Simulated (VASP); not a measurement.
Input of a VASP 6.6.1 run:

INCAR

```
SYSTEM = Si
PREC = Accurate
ENCUT = 520
EDIFF = 1E-6
ISMEAR = -1
SIGMA = 0.02
LREAL = .False.
LASPH = .True.
NELM = 60
ALGO = Normal
ISIF = 2
LWAVE = .False.
LCHARG = .True.
LDIPOL = .True.
IDIPOL = 3
DIPOL = 0.5 0.5 0.500
GGA = PE
LELF = .True.
LVHAR = .True.
LVACPOTAV = .True.
NBANDS = 16
```

KPOINTS

```
Automatic mesh
0
Gamma
  3 7 1
  0 0 0
```

Contents of POSCAR:

```
Si
1.0
    9.4759515534      0.0000000000      0.0000000000
    0.0000000000      3.8685410222      0.0000000000
    0.0000000000      0.0000000000     14.2803000000
Si
4
Direct
    0.8005497932      0.7500000000      0.4551733294
    0.5657294907      0.7500000000      0.4940322305
    0.4342704941      0.2500000000      0.5059676864
    0.1994502220      0.2500000000      0.5448266706
```

Potentials or basis: VASP PAW PBE potentials, release 64 (Si).

Command:

```bash
$ cat potpaw_PBE.64/Si/POTCAR > POTCAR
$ mpirun -np 1 vasp_std > vasp.out
```

(1) Predict the largest force.

(2) What does it give for the band gap on the k mesh?

Answers

(1) 0.006 eV/Å.

(2) zero (bands 8 and 9 overlap by 0.34 eV).
